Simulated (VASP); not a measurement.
# TiC (Fm-3m) in VASP: a series of runs, part 2 of 2

VASP 6.6.1.

## (4) Relaxation of cell and atoms, RPBE

This run uses another cell than the first one, of 10.16 Å³/atom, 1.007 times its volume.

Contents of INCAR:

```
SYSTEM = TiC
  PREC = Accurate
  ENCUT = 600
  EDIFF = 1E-6
  ISMEAR = -1
  SIGMA = 0.05
  LREAL = .FALSE.
  LASPH = .TRUE.
  NELM = 80
  ALGO = Normal
  ISIF = 3
  LWAVE = .FALSE.
  LCHARG = .FALSE.
  GGA = RP
  IBRION = 2
  NSW = 60
  EDIFFG = -0.01
```

Contents of KPOINTS:

```
regular mesh
0
G
  11 11 11
  0 0 0
```

Contents of POSCAR:

```
TiC
1.0
    0.0000000000      2.1657188437      2.1657188437
    2.1657188437      0.0000000000      2.1657188437
    2.1657188437      2.1657188437      0.0000000000
Ti C
1 1
Direct
    0.0000000000      0.0000000000      0.0000000000
    0.5000000000      0.5000000000      0.5000000000
```

The run is started by

```bash
$ cat potpaw_PBE.64/Ti_sv/POTCAR potpaw_PBE.64/C/POTCAR > POTCAR
$ mpirun -np 1 vasp_std > vasp.out
```

Run time: 33 s. Hardware: 1 thread of Intel Xeon Platinum 8175M at 2.50GHz (Skylake/Cascade Lake), shared host; peak memory 0.15 GiB.

The run converged. Its results:

```
Free energy                            : -17.8066 eV
Relaxed volume                         : 10.36 Å³/atom
Relaxed cell                           : a = 3.083 Å, b = 3.083 Å, c = 3.083 Å, α = 60.00°, β = 60.00°, γ = 60.00°
Space group after relaxing (to 0.05 Å) : Fm-3m (No. 225)
Energy gained by relaxing              : 3.1 meV/atom
Ionic steps                            : 3
Pressure after relaxing                : -0.1 GPa
Band gap on the k mesh                 : zero (band 8 reaches 10.00 eV, above the bottom of band 9 at 8.89 eV)
```

Step by step:
```tsv
step	energy change (eV)	largest force (eV/Å)	pressure (GPa)	volume (Å³)
1	0.0000	0.0000	4.88	20.32
2	0.0030	0.0000	-5.46	21.24
3	-0.0061	0.0000	-0.05	20.72
```

Final structure:
```yaml
crystal:
  lattice:
    - [0.00000, 2.18011, 2.18011]
    - [2.18011, 0.00000, 2.18011]
    - [2.18011, 2.18011, 0.00000]
  atoms:
    - { symbol: Ti, position: [0.00000, 0.00000, 0.00000] }
    - { symbol: C, position: [0.50000, 0.50000, 0.50000] }
```

Levels at points of the mesh, in eV from the Fermi level:
| k point | band 6 | band 7 | band 8 | band 9 | band 10 | band 11 |
| --- | --- | --- | --- | --- | --- | --- |
| (0.00, 0.00, 0.00) | 0.64 | 0.64 | 0.64 | 1.59 | 1.59 | 1.59 |

Caveat: the PAW data sets were made with another functional, which shifts forces and pressure a little.

## (5) Relaxation of cell and atoms, LDA+U

This run uses another cell than the first one, of 10.16 Å³/atom, 1.007 times its volume.

Contents of INCAR:

```
ALGO = Normal ; EDIFF = 1E-6
EDIFFG = -0.01 ; ENCUT = 600
GGA = CA ; IBRION = 2
ISIF = 3 ; ISMEAR = -1
LASPH = True ; LCHARG = False
LDAU = True ; LDAUJ = 0 0
LDAUL = 2 -1 ; LDAUPRINT = 1
LDAUTYPE = 2 ; LDAUU = 6 0
LMAXMIX = 4 ; LREAL = False
LWAVE = False ; NELM = 150
NSW = 60 ; PREC = Accurate
SIGMA = 0.05
```

Contents of KPOINTS:

```
k-points
0
Gamma
  11 11 11
```

POSCAR is that of step 4.

Potentials or basis: VASP PAW LDA potentials, release 64 (Ti_sv, C).

The run is started by

```bash
$ cat potpaw_LDA.64/Ti_sv/POTCAR potpaw_LDA.64/C/POTCAR > POTCAR
$ mpirun -np 1 vasp_std > vasp.out
```

Run time: 33 s. Hardware: 1 thread of Intel Xeon Platinum 8175M at 2.50GHz (Skylake/Cascade Lake), shared host; peak memory 0.14 GiB.

Results (log left out):

* Free energy: -16.0710 eV
* Relaxed volume: 10.36 Å³/atom
* Relaxed cell: a = 3.083 Å, b = 3.083 Å, c = 3.083 Å, α = 60.00°, β = 60.00°, γ = 60.00°
* Space group after relaxing (to 0.05 Å): Fm-3m (No. 225)
* Energy gained by relaxing: 3.2 meV/atom
* Ionic steps: 3
* Pressure after relaxing: 0.0 GPa
* Band gap on the k mesh: zero (band 8 reaches 10.97 eV, above the bottom of band 9 at 9.23 eV)

Step by step:
| step | energy change (eV) | largest force (eV/Å) | pressure (GPa) | volume (Å³) |
| --- | --- | --- | --- | --- |
| 1 | 0.0000 | 0.0000 | 5.33 | 20.32 |
| 2 | 0.0077 | 0.0000 | -7.14 | 21.33 |
| 3 | -0.0064 | 0.0000 | -0.05 | 20.71 |

Final structure:
```
Ti C
1.0
     0.00000    2.17977    2.17977
     2.17977    0.00000    2.17977
     2.17977    2.17977    0.00000
Ti C
1 1
Direct
  0.00000 0.00000 0.00000
  0.50000 0.50000 0.50000
```

Levels at points of the mesh, in eV from the Fermi level:
```tsv
k point	band 5	band 6	band 7	band 8	band 9	band 10	band 11	band 12
(0.00, 0.00, 0.00)	-12.69	1.15	1.15	1.15	1.31	1.31	1.31	1.40
```

Eigenvalues of the final occupation matrices:
```tsv
site	spin	trace	eigenvalues
site 1 d	1	0.88	0.11 0.11 0.11 0.28 0.28
site 1 d	2	0.88	0.11 0.11 0.11 0.28 0.28
```

Caveat: U without spin polarisation on a metal has little footing; the U is typed as a test and isn't derived for this compound.

## (6) Single point, PBEsol

This run uses another cell than the first one, of 10.16 Å³/atom, 1.007 times its volume.

Contents of INCAR:

```
SYSTEM = TiC
  PREC = Accurate
  ENCUT = 520
  EDIFF = 1E-6
  ISMEAR = -1
  SIGMA = 0.05
  LREAL = .FALSE.
  LASPH = .TRUE.
  NELM = 60
  ALGO = Normal
  ISIF = 2
  LWAVE = .FALSE.
  LCHARG = .FALSE.
  GGA = PS
  NBANDS = 15
```

Contents of KPOINTS:

```
Automatic mesh
0
G
  8 8 8
  0 0 0
```

POSCAR is that of step 5.

Potentials or basis: VASP PAW PBE potentials, release 64 (Ti_sv, C).

The run is started by

```bash
$ cat potpaw_PBE.64/Ti_sv/POTCAR potpaw_PBE.64/C/POTCAR > POTCAR
$ mpirun -np 1 vasp_std > vasp.out
```

Wall time 7.5 s (1 thread of Intel Xeon Platinum 8559C (Emerald Rapids), shared host); peak memory 0.13 GiB.

The run converged. Its results:

| Item | Value |
| --- | --- |
| Free energy | -19.7907 eV |
| Pressure | -6.5 GPa |
| Band gap on the k mesh | zero (band 8 reaches 9.96 eV, above the bottom of band 9 at 8.90 eV) |

Levels at points of the mesh, in eV from the Fermi level:
| k point | band 6 | band 7 | band 8 | band 9 | band 10 | band 11 |
| --- | --- | --- | --- | --- | --- | --- |
| (0.00, 0.00, 0.00) | 0.71 | 0.71 | 0.71 | 1.75 | 1.75 | 1.75 |
| (0.50, 0.00, 0.00) | -5.83 | -2.85 | -2.85 | 2.96 | 2.96 | 4.15 |
| (0.50, 0.50, 0.00) | -3.39 | -1.63 | 0.03 | 0.03 | 2.78 | 3.57 |

Caveat: the PAW data sets were made with another functional, which shifts forces and pressure a little.

## (7) Overview

```tsv
task	level	potentials or basis	U	cell	k mesh	cutoff (eV)	gap on the mesh (eV)	pressure (GPa)	relaxed volume (Å³/atom)
single point	LDA+U	VASP PAW LDA potentials, release 64 (Ti_sv, C)	Ti d U = 6.0 eV	a = 3.056 Å, angles 60.0°, 2 atoms	11 × 11 × 11	520	none	7.4	-
relaxation of cell and atoms	PBEsol+D4	VASP PAW PBE potentials, release 64 (Ti_sv, C)	-	relaxed from a = 3.063 Å, angles 60.0°, 2 atoms	11 × 11 × 11	600	none	0.0	9.80
relaxation of cell and atoms	RPBE	VASP PAW PBE potentials, release 64 (Ti_sv, C)	-	relaxed from a = 3.063 Å, angles 60.0°, 2 atoms	11 × 11 × 11	600	none	-0.1	10.36
relaxation of cell and atoms	LDA+U	VASP PAW LDA potentials, release 64 (Ti_sv, C)	Ti d U = 6.0 eV	relaxed from a = 3.063 Å, angles 60.0°, 2 atoms	11 × 11 × 11	600	none	0.0	10.36
single point	PBEsol	VASP PAW PBE potentials, release 64 (Ti_sv, C)	-	a = 3.063 Å, angles 60.0°, 2 atoms	8 × 8 × 8	520	none	-6.5	-
```

Alike in all rows: no spin polarisation; smearing fermi-dirac 0.05 eV.

Caveats: the PAW data sets were made with another functional, which shifts forces and pressure a little (some runs); U without spin polarisation on a metal has little footing (some runs); the U is typed as a test and isn't derived for this compound (some runs); pairwise dispersion overbinds metals, which lowers pressure and volume (some runs).

Absolute energies hang on the potentials; compare differences alone.
